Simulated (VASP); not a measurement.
# Mg in VASP: notebook, part 2 of 2

VASP 6.6.1. Earlier steps stand in the parts before.

**3. Relaxation of cell and atoms, RPBE+D3(BJ)**

This run uses another cell than the first one, of 22.29 Å³/atom.

INCAR reads:

```
SYSTEM = Mg
ALGO = Normal
EDIFF = 1E-7
EDIFFG = -0.01
ENCUT = 600
GGA = RP
GGA_COMPAT = .False.
IBRION = 2
ISIF = 3
ISMEAR = 1
IVDW = 12
LASPH = .True.
LCHARG = .False.
LREAL = .False.
LWAVE = .False.
NELM = 120
NELMIN = 4
NSW = 60
PREC = Accurate
SIGMA = 0.2
```

KPOINTS reads:

```
k-points
0
Gamma
  11 11 11
  0 0 0
```

POSCAR reads:

```
Mg
1.0
   -1.7727644967      1.7727644967      1.7727644967
    1.7727644967     -1.7727644967      1.7727644967
    1.7727644967      1.7727644967     -1.7727644967
Mg
1
Direct
    0.0000000000      0.0000000000      0.0000000000
```

Potentials or basis: VASP PAW PBE potentials, release 64 (Mg).

Launch:

```bash
$ cat potpaw_PBE.64/Mg/POTCAR > POTCAR
$ mpirun -np 1 vasp_std > vasp.out
```

It took 41 s on 1 thread of AMD EPYC 7R43 (Zen 3), shared host; peak memory 0.14 GiB.

It converged, with:

| Item | Value |
| --- | --- |
| Free energy | -2.9279 eV |
| Relaxed volume | 16.59 Å³/atom |
| Relaxed cell | a = 2.783 Å, b = 2.783 Å, c = 2.783 Å, α = 109.47°, β = 109.47°, γ = 109.47° |
| Space group after relaxing (to 0.1 Å) | Im-3m (No. 229) |
| Energy gained by relaxing | 292.0 meV/atom |
| Ionic steps | 5 |
| Pressure after relaxing | -0.1 GPa |
| Band gap on the k mesh | zero (bands 1 and 2 overlap by 3.20 eV) |
| Dispersion energy per atom | -1.994 eV |

Step by step:
```csv
step,energy change (eV),largest force (eV/Å),pressure (GPa),volume (Å³)
1,0.0000,0.0000,-12.69,22.29
2,-0.2886,0.0000,-2.14,17.06
3,-0.2920,0.0000,-0.17,16.62
4,-0.2919,0.0000,0.32,16.51
5,-0.2920,0.0000,-0.07,16.59
```

Final structure:
```
Mg
1.0
    -1.60678    1.60678    1.60678
     1.60678   -1.60678    1.60678
     1.60678    1.60678   -1.60678
Mg
1
Cartesian
  0.0000 0.0000 0.0000
```

Levels at points of the mesh, in eV from the Fermi level:
```csv
k point,band 1,band 2,band 3,band 4,band 5
"(0.00, 0.00, 0.00)",-8.60,15.33,15.33,15.33,17.65
```

Caveat: the volume moved by over 15 % at a fixed basis, so the end points are rough; the dispersion term is far too large for a dense solid, which distorts pressure and volume; the PAW data sets were made with another functional, which shifts forces and pressure a little.

**4. Relaxation of cell and atoms, PBE+D4 (the cell strained at random)**

INCAR reads:

```
ALGO = Normal ; EDIFF = 1E-6
EDIFFG = -0.02 ; ENCUT = 600
GGA = PE ; IBRION = 2
ISIF = 3 ; ISMEAR = 0
IVDW = 13 ; LASPH = True
LCHARG = False ; LREAL = False
LWAVE = False ; NELM = 100
NSW = 80 ; PREC = Accurate
SIGMA = 0.05
```

KPOINTS reads:

```
k-points
0
Gamma
  11 11 11
```

POSCAR reads:

```
Mg
1.0
   -1.7581320000      1.7549240000      1.8087960000
    1.7457780000     -1.7495850000      1.7911020000
    1.7726310000      1.7640830000     -1.8034570000
Mg
1
Direct
    0.0001410000      0.0098150000      0.0000050000
```

Launch:

```bash
$ cat potpaw_PBE.64/Mg/POTCAR > POTCAR
$ mpirun -np 1 vasp_std > vasp.out
```

Wall time 2.7 min (1 thread of Intel Xeon Platinum 8488C (Sapphire Rapids), shared host); peak memory 0.25 GiB.

Results (log left out):

* Free energy: -1.6481 eV
* Relaxed volume: 22.26 Å³/atom
* Relaxed cell: a = 3.070 Å, b = 3.073 Å, c = 3.067 Å, α = 109.97°, β = 109.87°, γ = 108.61°
* Space group after relaxing (to 0.1 Å): Im-3m (No. 229)
* Energy gained by relaxing: 0.4 meV/atom
* Ionic steps: 15
* Pressure after relaxing: 0.0 GPa
* Band gap on the k mesh: zero (bands 1 and 2 overlap by 3.19 eV)
* Dispersion energy per atom: -0.168 eV

Stress tensor (GPa, compression positive):
```
 0.04  0.02 -0.04
 0.02  0.01  0.01
-0.04  0.01 -0.12
```

The path:
```
step  energy change (eV)  largest force (eV/Å)  pressure (GPa)  volume (Å³)
   1              0.0000                0.0000           -0.28        22.29
   2              0.0729                0.0000          208.47        22.16
   3              0.0000                0.0000           -0.28        22.28
   4              0.0000                0.0000           -0.28        22.28
   5              0.0007                0.0000           14.30        22.22
   6              0.0000                0.0000           -0.26        22.28
   7             -0.0001                0.0000            0.60        22.25
   8             -0.0001                0.0000            0.06        22.26
   9             -0.0001                0.0000            0.25        22.26
  10             -0.0003                0.0000           -0.17        22.27
  11             -0.0003                0.0000           -0.27        22.28
  12             -0.0003                0.0000           -0.35        22.30
  13             -0.0003                0.0000           -0.31        22.29
  14             -0.0003                0.0000            0.84        22.25
  15             -0.0004                0.0000           -0.02        22.26
```

Final structure:
```xyz
1
Lattice="-1.7620 1.7641 1.7909 1.7642 -1.7648 1.7935 1.7589 1.7618 -1.7916" Properties=species:S:1:pos:R:3 pbc="T T T"
Mg    0.0171   -0.0171    0.0178
```

Levels at points of the mesh, in eV from the Fermi level:
| k point | band 1 | band 2 | band 3 | band 4 | band 5 |
| --- | --- | --- | --- | --- | --- |
| (0.00, 0.00, 0.00) | -7.08 | 13.10 | 13.13 | 13.45 | 15.08 |

Caveat: the cell differs from its parent crystal (the cell strained at random).

**5. Single point, LDA, non-collinear spin, typed start (the cell strained at random)**

INCAR reads:

```
ALGO = Normal
EDIFF = 1E-6
ENCUT = 520
ISIF = 2
ISMEAR = 0
LASPH = T
LCHARG = F
LNONCOLLINEAR = T
LORBIT = 11
LREAL = F
LWAVE = F
MAGMOM = 0.289 0.289 0.289
NBANDS = 13
NELM = 150
PREC = Accurate
SIGMA = 0.05
```

KPOINTS reads:

```
k-points
0
Gamma
  8 8 8
```

POSCAR reads:

```
Mg
1.0
   -1.7583220000      1.7677290000      1.8006450000
    1.7691140000     -1.7358500000      1.7795580000
    1.7713350000      1.7488630000     -1.7687660000
Mg
1
Direct
   -0.0584700000     -0.0042390000      0.0161650000
```

Potentials or basis: VASP PAW LDA potentials, release 64 (Mg).

Launch:

```bash
$ cat potpaw_LDA.64/Mg/POTCAR > POTCAR
$ mpirun -np 1 vasp_ncl > vasp.out
```

OUTCAR:

```text
EDIFF = 1E-6
   ENCUT = 520
   ISIF = 2
   ISMEAR = 0
   LASPH = T
   LNONCOLLINEAR = T
   LORBIT = 11
   LREAL = F
   NELM = 150
   PREC = Accurate

 ion  position               nearest neighbor table
   1  0.942  0.996  0.016-

  LATTYP: Found a triclinic cell.
 ALAT       =     3.0511909548
 B/A-ratio  =     1.6294462712
 C/A-ratio  =     1.0169648232
 COS(alpha) =     0.0005944655
 COS(beta)  =     0.3469945573
 COS(gamma) =     0.8098081531

  Lattice vectors:

[... 594 lines left out ...]
  in kB      -14.5372573    -21.3935023    -14.4746006     -2.0516157     -7.3526184     -3.4921930
  external PRESSURE =     -16.8017867 kB  Pullay stress =       0.0000000 kB

 VOLUME and BASIS-vectors are now :
 -----------------------------------------------------------------------------
  energy-cutoff  :      520.00
  volume of cell :       22.29
      direct lattice vectors                 reciprocal lattice vectors
    -1.758322000  1.767729000  1.800645000    -0.001879768  0.281863818  0.276809653
     1.769114000 -1.735850000  1.779558000     0.281614247 -0.003566760  0.278496645
     1.771335000  1.748863000 -1.768766000     0.281418848  0.283355411 -0.003371362

 POSITION                                       TOTAL-FORCE (eV/Angst)
 -----------------------------------------------------------------------------------
      0.13474     -0.03585      3.43878        -0.000000      0.000000      0.000000
 -----------------------------------------------------------------------------------
    total drift:                               -0.000014      0.000003      0.000007

  FREE ENERGIE OF THE ION-ELECTRON SYSTEM (eV)
  ---------------------------------------------------
  free  energy   TOTEN  =        -1.7682259317 eV

  energy  without entropy=       -1.7674512464  energy(sigma->0) =       -1.76783859

 total charge

# of ion       s       p       d       tot
------------------------------------------
    1        0.218   0.134   0.013   0.365

 magnetization (x)

# of ion       s       p       d       tot
------------------------------------------
    1        0.000   0.000   0.000   0.000

 magnetization (y)

# of ion       s       p       d       tot
------------------------------------------
    1        0.000   0.000   0.000   0.000

 magnetization (z)

# of ion       s       p       d       tot
------------------------------------------
    1        0.000   0.000   0.000   0.000
```

OSZICAR:

```text
N       E                     dE             d eps       ncg     rms          rms(c)
DAV:   1     0.276740831540E+00    0.27674E+00   -0.67100E+02  6800   0.212E+02
DAV:   2    -0.168864171713E+01   -0.19654E+01   -0.19088E+01  8550   0.326E+01
DAV:   3    -0.172637810634E+01   -0.37736E-01   -0.37679E-01  8856   0.298E+00
DAV:   4    -0.172647410360E+01   -0.95997E-04   -0.95994E-04  8049   0.175E-01
DAV:   5    -0.172647467304E+01   -0.56944E-06   -0.56946E-06  8866   0.134E-02    0.106E+00
DAV:   6    -0.177341838606E+01   -0.46944E-01   -0.24619E-02  7220   0.182E-01    0.443E-01
DAV:   7    -0.176821860768E+01    0.51998E-02   -0.21879E-03  7560   0.180E-01    0.209E-01
DAV:   8    -0.176812873665E+01    0.89871E-04   -0.73752E-04  7155   0.125E-01    0.966E-02
DAV:   9    -0.176822527404E+01   -0.96537E-04   -0.41904E-05  8033   0.309E-02    0.140E-02
DAV:  10    -0.176822593174E+01   -0.65771E-06   -0.26275E-06  8047   0.700E-03
   1 F= -.17682259E+01 E0= -.17678386E+01  d E =-.774685E-03  mag=    -0.0003    -0.0003    -0.0003
```

It took 72 s on 1 thread of Intel Xeon Platinum 8259CL at 2.50GHz (Skylake/Cascade Lake), shared host; peak memory 0.24 GiB.

Results:

| Property | Result |
| --- | --- |
| Free energy | -1.7682 eV |
| Pressure | -1.7 GPa |
| Band gap on the k mesh | zero (bands 2 and 3 overlap by 4.75 eV) |
| Net moment | 0.00 μB per cell |
| Valence electrons inside the program's atomic spheres | Mg 0.36 |

Moments on the atoms (μB; x, y, z):
```
Mg  0.00 0.00 0.00
```

Caveat: the cell differs from its parent crystal (the cell strained at random).

**6. Overview**

| task | level | potentials or basis | spin | cell | k mesh | cutoff (eV) | smearing | gap on the mesh (eV) | pressure (GPa) | relaxed volume (Å³/atom) |
| --- | --- | --- | --- | --- | --- | --- | --- | --- | --- | --- |
| single point | RPBE+D3(BJ) | VASP PAW PBE potentials, release 64 (Mg) | off | a = 2.784 Å, angles 109.5°, 1 atom | 11 × 11 × 11 | 600 | methfessel-paxton 0.2 eV | none | -0.1 | - |
| relaxation of cell and atoms | RPBE+D3(BJ) | VASP PAW PBE potentials, release 64 (Mg) | off | relaxed from a = 3.071 Å, angles 109.5°, 1 atom | 11 × 11 × 11 | 600 | methfessel-paxton 0.2 eV | none | -0.1 | 16.59 |
| relaxation of cell and atoms | PBE+D4 | VASP PAW PBE potentials, release 64 (Mg) | off | relaxed from a = 3.073, b = 3.052, c = 3.083 Å, angles 110.0, 110.3, 108.0°, 1 atom | 11 × 11 × 11 | 600 | gaussian 0.05 eV | none | 0.0 | 22.26 |
| single point | LDA | VASP PAW LDA potentials, release 64 (Mg) | non-collinear, typed start | a = 3.076, b = 3.051, c = 3.054 Å, angles 109.1, 110.0, 108.5°, 1 atom | 8 × 8 × 8 | 520 | gaussian 0.05 eV | none | -1.7 | - |

Caveats: the dispersion term is far too large for a dense solid, which distorts pressure and volume (at least some runs); the PAW data sets were made with another functional, which shifts forces and pressure a little (at least some runs); the volume moved by over 15 % at a fixed basis, so the end points are rough (at least some runs).

Absolute energies hang on the potentials; compare differences alone.
